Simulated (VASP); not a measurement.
The system is CuO (Tenorite).

```
CELL_PARAMETERS angstrom
2.34465 -1.71340 0.00000
2.34465 1.71340 0.00000
-0.86055 0.00000 5.05944
ATOMIC_POSITIONS crystal
Cu 0.49680 0.00320 0.50000
Cu 0.00320 0.49680 0.00000
O 0.40560 0.57140 0.75370
O 0.57140 0.40560 0.25370
```

Base run:

| Item | Value |
| --- | --- |
| Program | VASP 6.6.1 |
| Functional | PBEsol |
| Potentials or basis | VASP PAW PBE potentials, release 64 (Cu, O) |
| Cutoff | 520 eV |
| k mesh | 10 × 10 × 5 |
| Occupations | fermi-dirac, width 0.05 eV |
| Spin | no spin polarisation |
| Hubbard terms | Cu d U = 6.0 eV |

Its results: band gap on the k mesh zero (band 17 reaches 5.16 eV, above the bottom of band 18 at 4.50 eV); pressure -6.8 GPa; largest force 0.662 eV/Å.

Q: The run is repeated on the same cell with these changes: hubbard terms from Cu d U = 6.0 eV to Cu d U = 8.0 eV. What comes out?

A: Band gap on the k mesh zero (band 17 reaches 4.93 eV, above the bottom of band 18 at 4.25 eV); pressure -8.5 GPa; largest force 0.629 eV/Å.

Caveats: the PAW data sets were made with another functional, which shifts forces and pressure a little; U without spin polarisation on a metal has little footing.
